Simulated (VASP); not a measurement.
Here is a VASP 6.6.1 calculation.

Contents of INCAR:

```
PREC = Accurate
ENCUT = 520
EDIFF = 1E-7
ISMEAR = 0
SIGMA = 0.1
LREAL = F
LASPH = T
NELM = 80
ALGO = Normal
ISIF = 2
LWAVE = F
LCHARG = T
GGA = PE
LELF = T
LVHAR = T
NBANDS = 66
```

The input KPOINTS:

```
Automatic mesh
0
Gamma
  12 12 2
```

POSCAR

```
InP
1.0
    3.9175984298      0.0000000000      0.0000000000
   -1.9587992149      3.3927397620      0.0000000000
    0.0000000000      0.0000000000     19.6869517241
In P
6 6
Direct
    0.0000000000      0.0000000000      0.0177464478
    0.3333333333      0.6666666667      0.1760063072
    0.6666666667      0.3333333333      0.3332531087
    0.0000000000      1.0000000000      0.7406603595
    0.6666666667      0.3333333333      0.5834135580
    0.3333333333      0.6666666667      0.8989202188
    0.0000000000      1.0000000000      0.2572846260
    0.6666666667      0.3333333333      0.0927738323
    0.3333333333      0.6666666667      0.4323757921
    0.0000000000      1.0000000000      0.4842908745
    0.3333333333      0.6666666667      0.6593820407
    0.6666666667      0.3333333333      0.8238928344
```

Potentials or basis: VASP PAW PBE potentials, release 64 (In_d, P).

Launch:

```bash
$ cat potpaw_PBE.64/In_d/POTCAR potpaw_PBE.64/P/POTCAR > POTCAR
$ mpirun -np 1 vasp_std > vasp.out
```

Problem. Estimate the largest force.

Solution. 0.012 eV/Å.

Problem. Estimate the band gap on the k mesh.

Solution. Zero (bands 54 and 55 overlap by 1.30 eV).

Problem. Predict the pressure.

Solution. -0.2 GPa.

Stress tensor (GPa, compression positive):
```
-0.33  0.00  0.00
 0.00 -0.33  0.00
 0.00  0.00 -0.03
```

Caveat: spin-orbit coupling is left out, which moves the levels of the heavy elements.
